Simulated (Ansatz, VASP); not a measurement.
## Cu: VASP beside Ansatz

Contents of INCAR:

```
ALGO = Normal
EDIFF = 1E-7
ENCUT = 520
GGA = PS
ISIF = 2
ISMEAR = 0
LASPH = T
LCHARG = T
LELF = T
LREAL = F
LVHAR = T
LWAVE = F
NBANDS = 12
NELM = 80
PREC = Accurate
SIGMA = 0.15
```

File KPOINTS:

```
k-points
0
Gamma
  22 22 22
```

The input POSCAR:

```
Cu
1.0
    0.0000000000      1.9521000000      1.6629000000
    1.9521000000      0.0000000000      1.6629000000
    1.9521000000      1.9521000000      0.0000000000
Cu
1
Direct
    0.0000000000      0.0000000000      0.0000000000
```

Input for Ansatz:

```yaml
crystal:
  lattice:
    - [0.0, 1.9521, 1.6629]
    - [1.9521, 0.0, 1.6629]
    - [1.9521, 1.9521, 0.0]
  atoms:
    - { symbol: Cu, position: [0.0, 0.0, 0.0] }
basis:
  ecutwfc: 420
kpoints:
  mp_grid: { grid: [22, 22, 22] }
hamiltonian:
  xc: pbesol
scf:
  occupations: { method: gaussian, width: 0.15 }
output:
  forces: true
  stress: true
  eigenvalues: true
```

Change from the starting cell: strain +0.080 along x and y, -0.080 along z, atoms carried along.

Alike in both runs: task single point; functional PBEsol; k mesh 22 × 22 × 22; occupations gaussian, width 0.15 eV; no spin polarisation.

|  | VASP | Ansatz |
| --- | --- | --- |
| version | VASP 6.6.1 | Ansatz 0.2.0 |
| potentials or method | VASP PAW PBE potentials, release 64 (Cu), cutoff 520 eV | scalar-relativistic, plane waves, PAW |
| valence electrons in the cell | 11 | 19 |

VASP gave:

```
gap on the k mesh at the Fermi level (eV)                     : none
pressure (GPa)                                                : -13.3
traceless stress, the component that is largest in VASP (GPa) : 1.89
```

Q: Which values does Ansatz return?

A: gap on the k mesh at the Fermi level (eV): none; pressure (GPa): -13.9; traceless stress, the component that is largest in VASP (GPa): 1.92.

VASP's potentials were made for PBE, not for PBEsol. A gap of «none» marks a metal or a gap that the smearing closes. VASP's potentials hold 11 valence electrons a cell and Ansatz's 19, so a difference there can come from the potentials and not from the codes.
